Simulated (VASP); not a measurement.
Write the native input for VASP 6.6.1 that does the following.

| Property | Result |
| --- | --- |
| Task | single point |
| Functional | PBE |
| Potentials or basis | VASP PAW PBE potentials, release 64 (Si, Ge_d, P) |
| Cutoff | 520 eV |
| k mesh | 6 × 6 × 6 |
| Occupations | gaussian, width 0.1 eV |
| Spin | no spin polarisation |
| Dipole correction | no |
| Further INCAR settings | ALGO = Normal; EDIFF = 1e-06; NBANDS = 28 |

The structure of Si2GeP3 lies in POSCAR:

```
Si2GeP3
1.0
    5.7211230400      0.0000000000      0.0000000000
   -2.8605615200      4.9546378900      0.0000000000
    0.0000000000      0.0000000000      3.5887043400
Si Ge P
2 1 3
Direct
    0.3333333300      0.6666666700      0.0000000000
    0.6666666700      0.3333333300      0.0000000000
    0.0000000000      0.0000000000      0.0000000000
    0.5000000000      0.0000000000      0.5000000000
    0.5000000000      0.5000000000      0.5000000000
    0.0000000000      0.5000000000      0.5000000000
```

The input as run:

INCAR

```
ALGO     = Normal         # electronic algorithm
EDIFF    = 1E-6           # SCF threshold, eV
ENCUT    = 520            # plane-wave cutoff, eV
GGA      = PE             # functional
ISIF     = 2              # what is computed and relaxed
ISMEAR   = 0              # smearing method
LASPH    = T              # aspherical terms in the spheres
LCHARG   = F              # write CHGCAR
LREAL    = F              # projectors in reciprocal space
LWAVE    = F              # write WAVECAR
NBANDS   = 28             # bands
NELM     = 60             # most SCF steps
PREC     = Accurate       # precision mode
SIGMA    = 0.1            # smearing width, eV
```

KPOINTS

```
k-points
0
Gamma
  6 6 6
```

Potentials or basis: VASP PAW PBE potentials, release 64 (Si, Ge_d, P).

Run with:

```console
$ cat potpaw_PBE.64/Si/POTCAR potpaw_PBE.64/Ge_d/POTCAR potpaw_PBE.64/P/POTCAR > POTCAR
$ mpirun -np 1 vasp_std > vasp.out
```

Results of the run:

| Item | Value |
| --- | --- |
| Pressure | 0.6 GPa |

Run time: 120 s on 1 thread of Oxide Virtual Turin-like Processor, with other jobs on the host, peak memory 0.24 GiB.
